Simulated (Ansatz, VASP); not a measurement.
# One calculation of WC, two programs

```
W C
1.0
     0.00000    2.16200    2.16200
     2.16200    0.00000    2.16200
     2.16200    2.16200    0.00000
W C
1 1
Direct
  0.00000 0.00000 0.00000
  0.50000 0.50000 0.50000
```

Alike in both runs: functional LDA; k mesh 9 × 9 × 9; occupations methfessel-paxton of order 1, width 0.15 eV; no spin polarisation.

Ansatz relaxed the structure, and its values are those at the end. VASP's run is a single point on that final structure, the one shown.

```csv
,VASP,Ansatz
version,VASP 6.6.1,Ansatz 0.2.0
potentials or method,"VASP PAW LDA potentials, release 64 (W_sv, C), cutoff 520 eV","plane waves, PAW"
valence electrons in the cell,18,18
```

```tsv
	VASP	Ansatz	Ansatz less VASP
pressure (GPa)	2.4	0.0	-2.43
```

LDA's correlation is that of Perdew and Zunger in VASP and of Perdew and Wang (1992) in Ansatz.

Neither program's run includes spin-orbit coupling.
